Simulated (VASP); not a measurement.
Runs of VASP 6.6.1 on GaAs. The structure is that of space group F-43m (No. 216), or close to it. The cells are those of the table. 

| task | cell | cutoff (eV) | gap on the mesh (eV) | pressure (GPa) |
| --- | --- | --- | --- | --- |
| relaxation of cell and atoms | relaxed to 10 GPa from a = 3.962 Å, angles 60.0°, 2 atoms | 600 | (a) | 10.0 |
| single point | a = 3.775 Å, angles 60.0°, 2 atoms | 520 | (c) | 15.6 |
| single point | a = 3.825 Å, angles 60.0°, 2 atoms | 520 | 1.07 | 10.5 |
| relaxation of cell and atoms | relaxed to 15 GPa from a = 3.962 Å, angles 60.0°, 2 atoms | 600 | 0.99 | 15.0 |
| relaxation of cell and atoms | relaxed to 4 GPa from a = 3.962 Å, angles 60.0°, 2 atoms | 600 | 0.88 | 4.0 |
| single point | a = 3.944 Å, angles 60.0°, 2 atoms | 520 | 0.64 | (b) |
| relaxation of cell and atoms | relaxed to 1 GPa from a = 3.962 Å, angles 60.0°, 2 atoms | 600 | 0.61 | 1.0 |
| single point | a = 3.898 Å, angles 60.0°, 2 atoms | 520 | 0.91 | 4.4 |

Alike in all rows: level LDA; potentials or basis VASP PAW LDA potentials, release 64 (Ga_d, As); no spin polarisation; k mesh 8 × 8 × 8; smearing gaussian 0.01 eV.

Question: Fill in the values left out.

Answer: (a) 1.08; (b) 1.3; (c) 0.98.

Caveats: the cell is relaxed towards a set pressure, so the enthalpy falls and the energy may rise (some runs).

A k mesh can miss the band edges, and the runs leave out spin-orbit coupling on As, Ga.
